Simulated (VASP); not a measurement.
# MgCd3Te2 (P6/mmm) in VASP: relaxation of cell and atoms with PBE

Aim: the relaxation of cell and atoms of MgCd3Te2 with PBE.

Everything below comes from runs of VASP 6.6.1. Logs are shortened: lines on timing, memory, paths and dates and some standing lists are left out, and cuts for length are marked.

### 1 The cell of the first run

The structure is hexagonal, space group P6/mmm (No. 191). The conventional cell has a = 7.515 Å, b = 7.515 Å, c = 4.210 Å, α = 90.00°, β = 90.00°, γ = 120.00°. Mg (site symmetry 6/mmm) has 2 Mg at 4.21 Å and 12 Cd at 4.31 Å and 6 Te at 4.34 Å within 5.5 Å. Cd (site symmetry mmm) has 4 Te at 3.02 Å and 4 Cd at 3.76 Å within 4.0 Å. Te (site symmetry -6m2) has 6 Cd at 3.02 Å within 4.0 Å.

### 2 Relaxation of cell and atoms, PBE

INCAR

```
ALGO = Fast ; EDIFF = 1E-6
EDIFFG = -0.01 ; ENCUT = 600
GGA = PE ; IBRION = 2
ISIF = 3 ; ISMEAR = 0
LASPH = True ; LCHARG = False
LREAL = False ; LWAVE = False
NELM = 100 ; NSW = 100
PREC = Accurate ; SIGMA = 0.1
```

KPOINTS

```
k-points
0
Gamma
  6 6 10
```

POSCAR

```
MgCd3Te2
1.0
    7.5152914867      0.0000000000      0.0000000000
   -3.7576457433      6.5084333444      0.0000000000
    0.0000000000      0.0000000000      4.2096335636
Mg Cd Te
1 3 2
Direct
    0.0000000000      0.0000000000      0.0000000000
    0.5000000000      0.0000000000      0.5000000000
    0.5000000000      0.5000000000      0.5000000000
    0.0000000000      0.5000000000      0.5000000000
    0.3333333333      0.6666666667      0.0000000000
    0.6666666667      0.3333333333      0.0000000000
```

Potentials or basis: VASP PAW PBE potentials, release 64 (Mg, Cd, Te).

Run with:

```bash
> cat potpaw_PBE.64/Mg/POTCAR potpaw_PBE.64/Cd/POTCAR potpaw_PBE.64/Te/POTCAR > POTCAR
> mpirun -np 1 vasp_std > vasp.out
```

OUTCAR:

```text
EDIFF = 1E-6
   EDIFFG = -0.01
   ENCUT = 600
   GGA = PE
   IBRION = 2
   ISIF = 3
   ISMEAR = 0
   LASPH = True
   LREAL = False
   NELM = 100
   NSW = 100
   PREC = Accurate

 ion  position               nearest neighbor table
   1  0.000  0.000  0.000-
   2  0.500  0.000  0.500-   5 3.02   6 3.02   5 3.02   6 3.02   3 3.76   3 3.76   4 3.76   4 3.76

   3  0.500  0.500  0.500-   5 3.02   6 3.02   5 3.02   6 3.02   4 3.76   4 3.76   2 3.76   2 3.76

   4  0.000  0.500  0.500-   5 3.02   6 3.02   5 3.02   6 3.02   3 3.76   3 3.76   2 3.76   2 3.76

   5  0.333  0.667  0.000-   4 3.02   4 3.02   2 3.02   2 3.02   3 3.02   3 3.02
   6  0.667  0.333  0.000-   4 3.02   4 3.02   2 3.02   2 3.02   3 3.02   3 3.02

  LATTYP: Found a hexagonal cell.
 ALAT       =     7.5152914867
 C/A-ratio  =     0.5601424204

  Lattice vectors:

 A1 = (   7.5152914867,   0.0000000000,   0.0000000000)
 A2 = (  -3.7576457433,   6.5084333444,   0.0000000000)
 A3 = (   0.0000000000,   0.0000000000,   4.2096335636)

Analysis of symmetry for initial positions (statically):
=====================================================================
 Subroutine PRICEL returns:
 Original cell was already a primitive cell.

 Routine SETGRP: Setting up the symmetry group for a
 hexagonal supercell.

 Subroutine GETGRP returns: Found 24 space group operations
 (whereof 24 operations were pure point group operations)
 out of a pool of 24 trial point group operations.

The static configuration has the point symmetry D_6h.

Analysis of symmetry for dynamics (positions and initial velocities):
=====================================================================
 Subroutine PRICEL returns:
 Original cell was already a primitive cell.

 Routine SETGRP: Setting up the symmetry group for a
 hexagonal supercell.

 Subroutine GETGRP returns: Found 24 space group operations
 (whereof 24 operations were pure point group operations)
 out of a pool of 24 trial point group operations.

The dynamic configuration has the point symmetry D_6h.

 Subroutine INISYM returns: Found 24 space group operations
 (whereof 24 operations are pure point group operations),
 and found     1 'primitive' translations

----------------------------------------------------------------------------------------

                                     Primitive cell

  volume of cell :     205.9049

  direct lattice vectors                    reciprocal lattice vectors
[... 105 lines left out ...]
   PSTRESS=    0.0 pullay stress
   NELECT =      50.0000    total number of electrons
   NUPDOWN=      -1.0000    fix difference up-down
   EMIN   =  10.00;   EMAX   =-10.00  energy-range for DOS
   EFERMI =   0.00;   METHOD = LEGACY
   ISMEAR =     0;   SIGMA  =   0.10  broadening in eV -4-tet -1-fermi 0-gaus
   EFERMI_NEDOS =   21; number of points for ismear=-14 and -15
   IALGO  =     68    algorithm
   IMIX   =      4    mixing-type and parameters
     AMIX     =   0.40;   BMIX     =  1.00
     AMIX_MAG =   1.60;   BMIX_MAG =  1.00
  volume/ion in A,a.u.               =      34.32       231.59
  Fermi-wavevector in a.u.,A,eV,Ry     =   1.021353  1.930078 14.193087  1.043162
  Thomas-Fermi vector in A             =   2.154973
   LORBIT       =      0    0 simple, 1 ext, 2 COOP (PROOUT), +10 PAW based schemes
   GGA     = PE    functional components
   LHFCALC =     F    Hartree Fock is set to
   AEXX    =    0.0000 exact exchange contribution
   IVDW    =     0    specifies the selected vdW correction
   LEPSILON=     F    determine dielectric tensor
   LRPA    =     F    only Hartree local field effects (RPA)
 conjugate gradient relaxation of ions
 non-spin polarized calculation
 RMM-DIIS sequential band-by-band and
 Gauss-broadening in eV      SIGMA  =   0.10
  energy-cutoff  :      600.00
  volume of cell :      205.90
 maximum number of plane-waves:      6903
 NGX is ok and might be reduce to    60
   NGX = 29   NGY = 29   NGZ = 17

--------------------------------------- Ionic step        1  -------------------------------------------

 number of electron      49.9999990 magnetization

 Free energy of the ion-electron system (eV)
  ---------------------------------------------------
  ext. energy  EPLUGINS =         0.00000000
  ---------------------------------------------------
  free energy    TOTEN  =        -9.44088008 eV

  energy without entropy =       -9.43492403  energy(sigma->0) =       -9.43790206

------------------------ aborting loop because EDIFF is reached ----------------------------------------

  FORCE on cell =-STRESS in cart. coord.  units (eV):
  Direction    XX          YY          ZZ          XY          YZ          ZX
  --------------------------------------------------------------------------------------
  -------------------------------------------------------------------------------------
  Total       -0.1139730     -0.1139730      0.3044320     -0.0000000      0.0000000     -0.0000000
  in kB       -0.8868414     -0.8868414      2.3688324     -0.0000000      0.0000000     -0.0000000
  external PRESSURE =       0.1983832 kB  Pullay stress =       0.0000000 kB
[... 147 lines left out ...]
--------------------------------------- Ionic step        5  -------------------------------------------

 number of electron      49.9999990 magnetization

 Free energy of the ion-electron system (eV)
  ---------------------------------------------------
  ext. energy  EPLUGINS =         0.00000000
  ---------------------------------------------------
  free energy    TOTEN  =        -9.44207416 eV

  energy without entropy =       -9.43603085  energy(sigma->0) =       -9.43905251

 E-fermi :   2.4396     XC(G=0):  -8.4913

 val. band max:        2.4328318630   @ k =   0.1667   0.1667   0.5000
 cond. band min:       2.4642407205   @ k =   0.3333   0.0000   0.5000
 fundamental gap:      0.0314088575
 Fermi energy:         2.4395804348

 k-point     1 :       0.0000    0.0000    0.0000
  band No.  band energies     occupation
      1      -9.6736      2.00000
      2      -8.8812      2.00000
      3      -6.6162      2.00000
      4      -6.4596      2.00000
      5      -6.4251      2.00000
      6      -6.4251      2.00000
[... 781 lines left out ...]
     29       4.0694      0.00000
     30       5.8714      0.00000

 [... further k-points ...]

------------------------ aborting loop because EDIFF is reached ----------------------------------------

  FORCE on cell =-STRESS in cart. coord.  units (eV):
  Direction    XX          YY          ZZ          XY          YZ          ZX
  --------------------------------------------------------------------------------------
  -------------------------------------------------------------------------------------
  Total       -0.0200324     -0.0200324     -0.0078173     -0.0000000      0.0000000      0.0000000
  in kB       -0.1561371     -0.1561371     -0.0609300     -0.0000000      0.0000000      0.0000000
  external PRESSURE =      -0.1244014 kB  Pullay stress =       0.0000000 kB
[... 21 lines left out ...]
  FREE ENERGIE OF THE ION-ELECTRON SYSTEM (eV)
  ---------------------------------------------------
  free  energy   TOTEN  =        -9.4420741632 eV

  energy  without entropy=       -9.4360308504  energy(sigma->0) =       -9.43905251

 reached required accuracy - stopping structural energy minimisation
```

OSZICAR:

```text
N       E                     dE             d eps       ncg     rms          rms(c)
DAV:   1     0.335542242276E+03    0.33554E+03   -0.23934E+04  2520   0.161E+03
[... 36 lines left out ...]
DAV:   1    -0.944684786082E+01   -0.50184E-02   -0.11499E-01  2742   0.289E+00    0.504E-01
RMM:   2    -0.944254683817E+01    0.43010E-02   -0.12376E-02  2521   0.936E-01    0.168E-01
RMM:   3    -0.944214387150E+01    0.40297E-03   -0.14757E-03  2522   0.185E-01    0.129E-01
RMM:   4    -0.944207614711E+01    0.67724E-04   -0.24126E-04  2528   0.938E-02    0.211E-02
RMM:   5    -0.944207323092E+01    0.29162E-05   -0.10410E-04  2526   0.668E-02    0.196E-02
RMM:   6    -0.944207451734E+01   -0.12864E-05   -0.14506E-05  2520   0.305E-02    0.559E-03
RMM:   7    -0.944207416316E+01    0.35417E-06   -0.20258E-06  1510   0.763E-03
   5 F= -.94420742E+01 E0= -.94390525E+01  d E =-.244817E-03
```

CONTCAR:

```text
MgCd3Te2
   1.00000000000000
     7.4902631856857305   -0.0000000000001919   -0.0000000000000000
    -3.7451315927931983    6.4867581999074480    0.0000000000000000
     0.0000000000000000    0.0000000000000000    4.2307109553461686
  Mg              Cd              Te
     1     3     2
Direct
     1.0000000000000000    0.0000000000000000    1.0000000000000000
     0.5000000000000000    0.0000000000000000    0.5000000000000000
     0.5000000000000000    0.5000000000000000    0.5000000000000000
     1.0000000000000000    0.5000000000000000    0.5000000000000000
     0.3333333332999970    0.6666666667000030    0.0000000000000000
     0.6666666667000030    0.3333333332999970    1.0000000000000000

  0.00000000E+00  0.00000000E+00  0.00000000E+00
  0.00000000E+00  0.00000000E+00  0.00000000E+00
  0.00000000E+00  0.00000000E+00  0.00000000E+00
  0.00000000E+00  0.00000000E+00  0.00000000E+00
  0.00000000E+00  0.00000000E+00  0.00000000E+00
  0.00000000E+00  0.00000000E+00  0.00000000E+00
```

Wall time 18 min (1 thread of AMD EPYC 9R45 (Zen 5), shared host); peak memory 0.54 GiB.

What came out:

```yaml
Free_energy: -9.4421 eV
Relaxed_volume: 34.26 Å³/atom
Relaxed_cell: a = 7.490 Å, b = 7.490 Å, c = 4.231 Å, α = 90.00°, β = 90.00°, γ = 120.00°
Space_group_after_relaxing_to_0.05_Å: P6/mmm (No. 191)
Energy_gained_by_relaxing: 0.2 meV/atom
Ionic_steps: 5
Pressure_after_relaxing: 0.0 GPa
Band_gap_on_the_k_mesh: zero (band 25 reaches 3.32 eV, above the bottom of band 26 at 1.54 eV)
```

Step by step:
| step | energy change (eV) | largest force (eV/Å) | pressure (GPa) | volume (Å³) |
| --- | --- | --- | --- | --- |
| 1 | 0.0000 | 0.0000 | 0.02 | 205.90 |
| 2 | -0.0007 | 0.0000 | -0.05 | 206.03 |
| 3 | -0.0009 | 0.0000 | -0.10 | 206.20 |
| 4 | -0.0009 | 0.0000 | -0.08 | 206.16 |
| 5 | -0.0012 | 0.0000 | -0.01 | 205.56 |

Final structure:
```yaml
crystal:
  lattice:
    - [7.49026, 0.00000, 0.00000]
    - [-3.74513, 6.48676, 0.00000]
    - [0.00000, 0.00000, 4.23071]
  atoms:
    - { symbol: Mg, position: [0.00000, 0.00000, 0.00000] }
    - { symbol: Cd, position: [0.50000, 0.00000, 0.50000] }
    - { symbol: Cd, position: [0.50000, 0.50000, 0.50000] }
    - { symbol: Cd, position: [0.00000, 0.50000, 0.50000] }
    - { symbol: Te, position: [0.33333, 0.66667, 0.00000] }
    - { symbol: Te, position: [0.66667, 0.33333, 0.00000] }
```

Levels at points of the mesh, in eV from the Fermi level:
| k point | band 21 | band 22 | band 23 | band 24 | band 25 | band 26 | band 27 | band 28 | band 29 | band 30 |
| --- | --- | --- | --- | --- | --- | --- | --- | --- | --- | --- |
| (0.00, 0.00, 0.00) | -2.92 | -2.66 | -2.39 | -0.61 | -0.28 | 1.23 | 1.23 | 2.09 | 2.94 | 2.94 |
| (0.50, 0.00, 0.00) | -2.24 | -1.89 | -1.59 | -1.32 | -0.29 | 0.38 | 0.91 | 2.67 | 2.85 | 2.88 |
| (0.00, 0.00, 0.50) | -3.51 | -1.64 | -1.64 | -1.33 | -1.33 | -0.64 | 0.79 | 0.79 | 0.82 | 3.29 |
| (0.50, 0.00, 0.50) | -3.02 | -1.95 | -1.91 | -1.22 | -1.05 | -0.03 | 0.91 | 1.29 | 2.64 | 2.78 |

Caveat: spin-orbit coupling is left out, which moves the levels of the heavy elements.
